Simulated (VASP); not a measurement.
# As in VASP: single point with revPBE+D3(BJ)

Aim: the single point of As with revPBE+D3(BJ).

Everything below comes from runs of VASP 6.6.1. Logs are shortened: lines on timing, memory, paths and dates and some standing lists are left out, and cuts for length are marked.

## 1. The cell of the first run

The cell holds a slab with vacuum, 6 atoms: a = 6.175 Å, b = 6.175 Å, c = 22.276 Å, α = 90.00°, β = 90.00°, γ = 120.00°.

## 2. Single point, revPBE+D3(BJ)

Input file INCAR:

```
SYSTEM = As
ALGO = Normal
DIPOL = 0.5 0.5 0.629
EDIFF = 1E-6
ENCUT = 400
GGA = RE
GGA_COMPAT = .False.
IDIPOL = 3
ISIF = 2
ISMEAR = 0
IVDW = 12
LASPH = .True.
LCHARG = .False.
LDIPOL = .True.
LREAL = .False.
LWAVE = .False.
NBANDS = 54
NELM = 120
NELMDL = -8
PREC = Accurate
SIGMA = 0.04
```

Input file KPOINTS:

```
k-points
0
Gamma
  6 6 1
  0 0 0
```

Input file POSCAR:

```
As
1.0
   -0.0000000286      6.1748589078      0.0000000000
   -5.3475846646     -3.0874294786      0.0000000000
    0.0000000000      0.0000000000     22.2759988712
As
6
Direct
    0.6190476420      0.5238094691      0.5947514393
    0.2857143086      0.8571428025      0.5940704439
    0.9523809753      0.1904761358      0.6004418559
    0.2904093739      0.1879319467      0.6606939510
    0.9549251644      0.5310487235      0.6606939510
    0.6118083876      0.8524477372      0.6606939510
```

Potentials or basis: VASP PAW PBE potentials, release 64 (As_d).

On the command line:

```sh
$ cat potpaw_PBE.64/As_d/POTCAR > POTCAR
$ mpirun -np 1 vasp_std > vasp.out
```

OUTCAR:

```text
SYSTEM = As
   EDIFF = 1E-6
   ENCUT = 400
   GGA = RE
   ISIF = 2
   ISMEAR = 0
   IVDW = 12
   LASPH = .True.
   LREAL = .False.
   NELM = 120
   NELMDL = -8
   PREC = Accurate
 IVDW          = 12

 ion  position               nearest neighbor table
   1  0.619  0.524  0.595-   5 2.52   4 2.52   6 2.52
   2  0.286  0.857  0.594-   4 2.51   5 2.51   6 2.51
   3  0.952  0.190  0.600-   5 2.49   4 2.49   6 2.49
   4  0.290  0.188  0.661-   3 2.49   2 2.51   1 2.52
   5  0.955  0.531  0.661-   3 2.49   2 2.51   1 2.52
   6  0.612  0.852  0.661-   3 2.49   2 2.51   1 2.52

  LATTYP: Found a hexagonal cell.
 ALAT       =     6.1748589078
 C/A-ratio  =     3.6075316382

  Lattice vectors:

 A1 = (  -0.0000000286,   6.1748589078,   0.0000000000)
 A2 = (  -5.3475846646,  -3.0874294786,   0.0000000000)
 A3 = (   0.0000000000,   0.0000000000,  22.2759988712)

Analysis of symmetry for initial positions (statically):
=====================================================================
 Subroutine PRICEL returns:
 Original cell was already a primitive cell.

 Routine SETGRP: Setting up the symmetry group for a
 hexagonal supercell.

 Subroutine GETGRP returns: Found  3 space group operations
 (whereof  1 operations were pure point group operations)
 out of a pool of 24 trial point group operations.

The static configuration has the point symmetry C_1 .
 The point group associated with its full space group is C_3 .

Analysis of symmetry for dynamics (positions and initial velocities):
=====================================================================
 Subroutine PRICEL returns:
 Original cell was already a primitive cell.

 Routine SETGRP: Setting up the symmetry group for a
 hexagonal supercell.

 Subroutine GETGRP returns: Found  3 space group operations
 (whereof  1 operations were pure point group operations)
 out of a pool of 24 trial point group operations.

The dynamic configuration has the point symmetry C_1 .
 The point group associated with its full space group is C_3 .

 Subroutine INISYM returns: Found  3 space group operations
 (whereof  1 operations are pure point group operations),
 and found     1 'primitive' translations

----------------------------------------------------------------------------------------

                                     Primitive cell

  volume of cell :     735.5664

  direct lattice vectors                    reciprocal lattice vectors
    -0.000000029  6.174858908  0.000000000    -0.093500156  0.161947020  0.000000000
    -5.347584665 -3.087429479  0.000000000    -0.187000311 -0.000000001  0.000000000
     0.000000000  0.000000000 22.275998871     0.000000000  0.000000000  0.044891365

  length of vectors
     6.174858908  6.174858908 22.275998871     0.187000311  0.187000311  0.044891365

  position of ions in fractional coordinates (direct lattice)
     0.619047642  0.523809469  0.594751439
     0.285714309  0.857142803  0.594070444
     0.952380975  0.190476136  0.600441856
     0.290409374  0.187931947  0.660693951
     0.954925164  0.531048723  0.660693951
     0.611808388  0.852447737  0.660693951

  ion indices of the primitive-cell ions
   primitive index   ion index
                 1           1
                 2           2
                 3           3
                 4           4
                 5           5
                 6           6

----------------------------------------------------------------------------------------

 KPOINTS: k-points

Automatic generation of k-mesh.
 Grid dimensions read from file:
 generate k-points for:    6    6    1

 Generating k-lattice:

  Cartesian coordinates                     Fractional coordinates (reciprocal lattice)
    -0.015583359  0.026991170  0.000000000     0.166666667 -0.000000000  0.000000000
    -0.031166719 -0.000000000  0.000000000     0.000000000  0.166666667  0.000000000
     0.000000000  0.000000000  0.044891365     0.000000000  0.000000000  1.000000000

  Length of vectors
     0.031166719  0.031166719  0.044891365

  Shift w.r.t. Gamma in fractional coordinates (k-lattice)
     0.000000000  0.000000000  0.000000000

 Subroutine IBZKPT returns following result:
 ===========================================

 Found      8 irreducible k-points:

 Following reciprocal coordinates:
            Coordinates               Weight
  0.000000  0.000000  0.000000      1.000000
  0.166667  0.000000  0.000000      6.000000
  0.333333 -0.000000  0.000000      6.000000
  0.500000  0.000000  0.000000      3.000000
  0.166667  0.166667  0.000000      6.000000
  0.333333  0.166667  0.000000      6.000000
 -0.333333  0.500000  0.000000      6.000000
  0.333333  0.333333  0.000000      2.000000
   k-points           NKPTS =      8   k-points in BZ     NKDIM =      8   number of bands    NBANDS=     54
   number of dos      NEDOS =    301   number of ions     NIONS =      6
   total plane-waves  NPLWV = 240000
   dimension x,y,z NGX =    40 NGY =   40 NGZ =  150
   dimension x,y,z NGXF=    80 NGYF=   80 NGZF=  300
   ions per type =               6
   NGX,Y,Z   is equivalent  to a cutoff of  10.77, 10.77, 11.19 a.u.
   NGXF,Y,Z  is equivalent  to a cutoff of  21.54, 21.54, 22.39 a.u.
 SYSTEM =  As
   PREC   = accura    normal or accurate (medium, high low for compatibility)
   ISTART =      0    job   : 0-new  1-cont  2-samecut
   ICHARG =      2    charge: 1-file 2-atom 10-const
   ISPIN  =      1    spin polarized calculation?
   LNONCOLLINEAR =      F non collinear calculations
   LSORBIT =      F    spin-orbit coupling
   LASPH  =      T    aspherical Exc in radial PAW
   ENCUT  =  400.0 eV  29.40 Ry    5.42 a.u.  10.07 10.07 36.33*2*pi/ulx,y,z
   NELM   =    120;   NELMIN=  2; NELMDL= -8     # of ELM steps
   EDIFF  = 0.1E-05   stopping-criterion for ELM
   LREAL  =      F    real-space projection
   EDIFFG = 0.1E-04   stopping-criterion for IOM
   NSW    =      0    number of steps for IOM
   IBRION =     -1    ionic relax: 0-MD 1-quasi-New 2-CG
   NFREE  =      0    steps in history (QN), initial steepest desc. (CG)
   ISIF   =      2    stress and relaxation
   ISYM   =      2    0-nonsym 1-usesym 2-fastsym
   POTIM  = 0.5000    time-step for ionic-motion
   TEBEG  =    0.0;   TEEND  =   0.0 temperature during run
   PSTRESS=    0.0 pullay stress
   NELECT =      90.0000    total number of electrons
   NUPDOWN=      -1.0000    fix difference up-down
   EMIN   =  10.00;   EMAX   =-10.00  energy-range for DOS
   EFERMI =   0.00;   METHOD = LEGACY
   ISMEAR =     0;   SIGMA  =   0.04  broadening in eV -4-tet -1-fermi 0-gaus
   EFERMI_NEDOS =   21; number of points for ismear=-14 and -15
   IALGO  =     38    algorithm
   IMIX   =      4    mixing-type and parameters
     AMIX     =   0.40;   BMIX     =  1.00
     AMIX_MAG =   1.60;   BMIX_MAG =  1.00
  volume/ion in A,a.u.               =     122.59       827.31
  Fermi-wavevector in a.u.,A,eV,Ry     =   0.812734  1.535844  8.987143  0.660536
  Thomas-Fermi vector in A             =   1.922331
   LORBIT       =      0    0 simple, 1 ext, 2 COOP (PROOUT), +10 PAW based schemes
   GGA     = RE    functional components
   LHFCALC =     F    Hartree Fock is set to
   AEXX    =    0.0000 exact exchange contribution
   IVDW    =    12    specifies the selected vdW correction
   LEPSILON=     F    determine dielectric tensor
   LRPA    =     F    only Hartree local field effects (RPA)
 non-spin polarized calculation
 Gauss-broadening in eV      SIGMA  =   0.04
  energy-cutoff  :      400.00
  volume of cell :      735.57
 maximum number of plane-waves:     13410
   NGX = 21   NGY = 21   NGZ = 73

 dipolmoment           0.000000      0.000000     -0.000002 electrons x Angstroem

 number of electron      90.0000007 magnetization

 dipolmoment           0.000000      0.000000      0.000076 electrons x Angstroem

 Free energy of the ion-electron system (eV)
  ---------------------------------------------------
  ext. energy  EPLUGINS =         0.00000000
  ---------------------------------------------------
  free energy    TOTEN  =       -26.51103033 eV

  energy without entropy =      -26.51103033  energy(sigma->0) =      -26.51103033

 E-fermi :  -3.2980     XC(G=0):  -2.5074

 val. band max:       -3.5705013171   @ k =   0.0000   0.0000   0.0000
 cond. band min:      -2.1356017874   @ k =   0.3333   0.3333   0.0000
 fundamental gap:      1.4348995297
 Fermi energy:        -3.2980146009

 k-point     1 :       0.0000    0.0000    0.0000
  band No.  band energies     occupation
      1     -38.9414      2.00000
      2     -38.9414      2.00000
      3     -38.9299      2.00000
      4     -38.9299      2.00000
      5     -38.9049      2.00000
      6     -38.9049      2.00000
[... 46 lines left out ...]
     53       0.7288      0.00000
     54       0.8189      0.00000

 k-point     2 :       0.1667    0.0000    0.0000
  band No.  band energies     occupation
      1     -38.9411      2.00000
      2     -38.9399      2.00000
      3     -38.9302      2.00000
      4     -38.9287      2.00000
      5     -38.9047      2.00000
      6     -38.9043      2.00000
[... 46 lines left out ...]
     53       0.5606      0.00000
     54       1.0477      0.00000

 k-point     3 :       0.3333   -0.0000    0.0000
  band No.  band energies     occupation
      1     -38.9407      2.00000
      2     -38.9369      2.00000
      3     -38.9311      2.00000
      4     -38.9246      2.00000
      5     -38.9070      2.00000
      6     -38.9051      2.00000
[... 46 lines left out ...]
     53       0.8778      0.00000
     54       1.1468      0.00000
[... 172 lines left out ...]
 k-point     7 :      -0.3333    0.5000    0.0000
  band No.  band energies     occupation
      1     -38.9402      2.00000
      2     -38.9352      2.00000
      3     -38.9320      2.00000
      4     -38.9214      2.00000
      5     -38.9092      2.00000
      6     -38.9085      2.00000
[... 46 lines left out ...]
     53       0.6067      0.00000
     54       0.8423      0.00000

 k-point     8 :       0.3333    0.3333    0.0000
  band No.  band energies     occupation
      1     -38.9398      2.00000
      2     -38.9337      2.00000
      3     -38.9332      2.00000
      4     -38.9197      2.00000
      5     -38.9107      2.00000
      6     -38.9101      2.00000
[... 46 lines left out ...]
     53       0.8498      0.00000
     54       0.8505      0.00000

------------------------ aborting loop because EDIFF is reached ----------------------------------------

 vacuum level on the upper side and lower side of the slab       (xc-potential included)        -0.005        -0.006

 Edisp (eV)   -2.59440

 E8    (eV) :    -1.8637

  FORCE on cell =-STRESS in cart. coord.  units (eV):
  Direction    XX          YY          ZZ          XY          YZ          ZX
  --------------------------------------------------------------------------------------
  -------------------------------------------------------------------------------------
  Total      -0.69134    -0.69134    -1.74560     0.00000    -0.00000     0.00000
  in kB      -1.50585    -1.50585    -3.80220     0.00000    -0.00000     0.00000
  external pressure =       -2.27 kB  Pullay stress =        0.00 kB

 VOLUME and BASIS-vectors are now :
 -----------------------------------------------------------------------------
  energy-cutoff  :      400.00
  volume of cell :      735.57
      direct lattice vectors                 reciprocal lattice vectors
    -0.000000029  6.174858908  0.000000000    -0.093500156  0.161947020  0.000000000
    -5.347584665 -3.087429479  0.000000000    -0.187000311 -0.000000001  0.000000000
     0.000000000  0.000000000 22.275998871     0.000000000  0.000000000  0.044891365

 POSITION                                       TOTAL-FORCE (eV/Angst)
 -----------------------------------------------------------------------------------
     -2.80112      2.20531     13.24868        -0.000000      0.000000      0.581491
     -4.58364     -0.88212     13.23351        -0.000000      0.000000      0.495262
     -1.01859      5.29274     13.37544        -0.000000      0.000000     -0.050544
     -1.00498      1.21301     14.71762        -0.068133      0.110265     -0.342070
     -2.83983      4.25695     14.71762        -0.061426     -0.114137     -0.342070
     -4.55854      1.14596     14.71762         0.129558      0.003872     -0.342070
 -----------------------------------------------------------------------------------
    total drift:                               -0.000506      0.000215     -0.008403

  FREE ENERGIE OF THE ION-ELECTRON SYSTEM (eV)
  ---------------------------------------------------
  free  energy   TOTEN  =       -29.1054316210 eV

  energy  without entropy=      -29.1054316210  energy(sigma->0) =      -29.10543162

 vacuum level on the upper side and lower side of the slab         1.409         1.408
```

It took 4.7 min on 1 thread of Intel Xeon Platinum 8488C (Sapphire Rapids), shared host; peak memory 0.57 GiB.

What came out:

```
Free energy                : -29.1054 eV
Largest force              : 0.581 eV/Å
Band gap on the k mesh     : 1.43 eV
Dispersion energy per atom : -0.432 eV
```

Forces in eV/Å, atoms in the order of the input:
```
As   0.000  0.000  0.581
As   0.000  0.000  0.495
As   0.000  0.000 -0.051
As  -0.068  0.110 -0.342
As  -0.061 -0.114 -0.342
As   0.130  0.004 -0.342
```

Levels at points of the mesh, in eV from the valence-band top:
```
           k point  band 42  band 43  band 44  band 45  band 46  band 47  band 48  band 49
(0.00, 0.00, 0.00)    -2.16    -0.93     0.00     0.00     1.67     1.67     2.07     3.41
(0.50, 0.00, 0.00)    -1.94    -1.89    -0.82    -0.62     1.89     2.56     2.58     2.78
```

Caveat: the PAW data sets were made with another functional, which shifts forces and pressure a little.
